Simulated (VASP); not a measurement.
Here is a VASP 6.6.1 calculation.

File INCAR:

```
SYSTEM = Mo
PREC = Accurate
ENCUT = 520
EDIFF = 1E-6
ISMEAR = 0
SIGMA = 0.1
LREAL = .FALSE.
LASPH = .TRUE.
NELM = 80
ALGO = Normal
ISIF = 2
LWAVE = .FALSE.
LCHARG = .TRUE.
LELF = .TRUE.
LVHAR = .TRUE.
NBANDS = 13
```

KPOINTS

```
regular mesh
0
G
  8 8 8
  0 0 0
```

The input POSCAR:

```
Mo
1.0
   -1.5561832943      1.5561832943      1.5561832943
    1.5561832943     -1.5561832943      1.5561832943
    1.5561832943      1.5561832943     -1.5561832943
Mo
1
Direct
    0.0000000000      0.0000000000      0.0000000000
```

Potentials or basis: VASP PAW LDA potentials, release 64 (Mo_sv).

Command:

```sh
$ cat potpaw_LDA.64/Mo_sv/POTCAR > POTCAR
$ mpirun -np 1 vasp_std > vasp.out
```

Q: Predict the band gap on the k mesh.

A: Zero (band 7 reaches 17.29 eV, above the bottom of band 8 at 11.62 eV).

Q: Estimate the pressure.

A: 1.3 GPa.
